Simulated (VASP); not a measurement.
Set up this calculation in VASP 6.6.1, as the native input.

* Task: single point
* Functional: r2SCAN
* Potentials or basis: VASP PAW PBE potentials, release 64 (Rh_pv)
* Cutoff: 520 eV
* k mesh: 18 × 18 × 12
* Occupations: gaussian, width 0.15 eV
* Spin: no spin polarisation
* Dipole correction: no
* Further INCAR settings: ALGO = Normal; EDIFF = 1e-07; NBANDS = 22

The system is Rh.

```xyz
2
Lattice="2.7310 0.0000 0.0000 -1.3655 2.3651 0.0000 0.0000 0.0000 4.4285" Properties=species:S:1:pos:R:3 pbc="T T T"
Rh    1.3655    0.7884    3.0214
Rh    0.0000    1.5767    1.1071
```

This cell differs from its parent crystal: atom 1 (Rh) moved by (+0.000, -0.300) A along y and z.

One way to write it, as run:

POSCAR

```
Rh
1.0
    2.7309790422      0.0000000000      0.0000000000
   -1.3654895211      2.3650972278      0.0000000000
    0.0000000000      0.0000000000      4.4284890000
Rh
2
Direct
    0.6666666667      0.3333333333      0.6822568036
    0.3333333333      0.6666666667      0.2500000000
```

INCAR.step1

```
PREC     = Accurate       # precision mode
ENCUT    = 520            # plane-wave cutoff, eV
ISMEAR   = 0              # smearing method
SIGMA    = 0.15           # smearing width, eV
LREAL    = False          # projectors in reciprocal space
LASPH    = True           # aspherical terms in the spheres
NELM     = 80             # most SCF steps
NBANDS   = 22             # bands
GGA      = PE             # functional
ALGO     = Normal         # electronic algorithm
EDIFF    = 1E-4           # SCF threshold, eV
LWAVE    = True           # write WAVECAR
LCHARG   = False          # write CHGCAR
```

INCAR.step2

```
PREC     = Accurate       # precision mode
ENCUT    = 520            # plane-wave cutoff, eV
EDIFF    = 1E-7           # SCF threshold, eV
ISMEAR   = 0              # smearing method
SIGMA    = 0.15           # smearing width, eV
LREAL    = False          # projectors in reciprocal space
LASPH    = True           # aspherical terms in the spheres
NELM     = 80             # most SCF steps
ALGO     = Normal         # electronic algorithm
ISIF     = 2              # what is computed and relaxed
LWAVE    = False          # write WAVECAR
LCHARG   = False          # write CHGCAR
METAGGA  = R2SCAN         # meta-GGA
LMIXTAU  = True         
NBANDS   = 22             # bands
ISTART   = 1
```

KPOINTS

```
regular mesh
0
Gamma
  18 18 12
```

Potentials or basis: VASP PAW PBE potentials, release 64 (Rh_pv).

Command:

```bash
$ cat potpaw_PBE.64/Rh_pv/POTCAR > POTCAR
$ cp INCAR.step1 INCAR
$ mpirun -np 1 vasp_std > vasp.out
$ cp INCAR.step2 INCAR
$ mpirun -np 1 vasp_std > vasp.out
```

Results of the run:

```yaml
Pressure: 4.2 GPa
Largest_force: 2.973 eV/Å
Band_gap_on_the_k_mesh: zero (bands 15 and 16 overlap by 2.01 eV)
```

Caveat: the cell differs from its parent crystal (atom 1 (Rh) moved by (+0.000, -0.300) A along y and z); the stress differs along the axes, from 2 to 9 GPa; the PAW data sets were made with another functional, which shifts forces and pressure a little.

It took 12 min on 1 thread of Intel(R) Xeon(R) Platinum 8259CL CPU @ 2.50GHz (Skylake/Cascade Lake) (shared host), peak memory 0.3 GiB.
